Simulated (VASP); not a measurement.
## CrO2: single point with PBE+U

The system is CrO2.

```
CELL_PARAMETERS angstrom
4.42100 0.00000 0.00000
0.00000 4.42100 0.00000
0.00000 0.00000 2.91700
ATOMIC_POSITIONS crystal
Cr 0.00000 0.00000 0.00000
Cr 0.50000 0.50000 0.51500
O 0.30100 0.30100 0.00000
O 0.19900 0.80100 0.50000
O 0.69900 0.69900 0.00000
O 0.80100 0.19900 0.50000
```

```
Program                : VASP 6.6.1
Task                   : single point
Functional             : PBE
Potentials or basis    : VASP PAW PBE potentials, release 64 (Cr_pv, O)
Cutoff                 : 520 eV
k mesh                 : 4 × 4 × 6
Occupations            : fermi-dirac, width 0.1 eV
Spin                   : collinear spin, antiferromagnetic start
Starting moments       : [2.1, -2.1, 0.0, 0.0, 0.0, 0.0] μB
Hubbard terms          : Cr d U = 2.9 eV, J = 0.9 eV
Dipole correction      : no
LDAUTYPE               : 1
Hund's J               : 0.9
Further INCAR settings : ALGO = Normal; EDIFF = 1e-06; NBANDS = 37
```

```
Pressure                                              : 7.1 GPa
Largest force                                         : 0.705 eV/Å
Band gap on the k mesh                                : zero (filled and empty bands overlap)
Net moment                                            : 0.01 μB per cell
Site moments                                          : Cr +1.82, -1.81; O -0.01, +0.01 (each value once) μB
Valence electrons inside the program's atomic spheres : Cr 10.83; O 5.05
```

Forces in eV/Å, atoms in the order of the input:
```
Cr   0.000  0.000 -0.040
Cr   0.000  0.000 -0.705
O   -0.228 -0.228  0.293
O    0.215 -0.215  0.079
O    0.228  0.228  0.293
O   -0.215  0.215  0.079
```

Stress tensor (GPa, compression positive):
```
 5.05  0.18  0.00
 0.18  5.05  0.00
 0.00  0.00 11.21
```

Levels at points of the mesh, in eV from the Fermi level:
Spin up:
```
           k point  band 21  band 22  band 23  band 24  band 25  band 26  band 27  band 28
(0.00, 0.00, 0.00)    -1.34    -0.96    -0.95    -0.47     0.06     1.62     2.31     2.47
(0.50, 0.00, 0.00)    -1.65    -1.28    -1.27    -0.77     0.97     1.92     2.57     3.18
(0.50, 0.50, 0.00)    -2.18    -1.91    -1.89    -1.79     1.47     1.57     2.30     2.32
(0.00, 0.00, 0.50)    -2.46    -2.13    -1.43     0.28     0.65     1.58     3.00     3.03
(0.50, 0.00, 0.50)    -1.64    -1.63    -1.43    -1.00     0.02     1.70     2.42     2.53
(0.50, 0.50, 0.50)    -1.57    -1.40    -1.19    -0.45     0.37     1.25     3.23     3.25
```
Spin down:
| k point | band 22 | band 23 | band 24 | band 25 | band 26 | band 27 |
| --- | --- | --- | --- | --- | --- | --- |
| (0.00, 0.00, 0.00) | -0.96 | -0.91 | -0.47 | 0.07 | 1.62 | 2.31 |
| (0.50, 0.00, 0.00) | -1.30 | -1.26 | -0.74 | 0.99 | 1.93 | 2.56 |
| (0.50, 0.50, 0.00) | -2.00 | -1.88 | -1.66 | 1.48 | 1.56 | 2.31 |
| (0.00, 0.00, 0.50) | -2.12 | -1.42 | 0.28 | 0.67 | 1.59 | 2.99 |
| (0.50, 0.00, 0.50) | -1.61 | -1.41 | -1.00 | 0.04 | 1.70 | 2.42 |
| (0.50, 0.50, 0.50) | -1.39 | -1.19 | -0.45 | 0.39 | 1.25 | 3.24 |

Eigenvalues of the final occupation matrices:
```csv
site,spin,trace,eigenvalues
site 1 d,1,2.91,0.31 0.35 0.39 0.91 0.95
site 1 d,2,1.11,0.07 0.10 0.22 0.35 0.37
site 2 d,1,1.12,0.07 0.10 0.23 0.35 0.37
site 2 d,2,2.91,0.31 0.35 0.39 0.91 0.95
```

Wall time 62 s on 1 thread of Intel(R) Xeon(R) 6975P-C (Granite Rapids), with other jobs on the host, peak memory 0.24 GiB.

Caveat: the stress differs along the axes, from 5 to 11 GPa. The state reached can hang on the start; a lower one may exist.
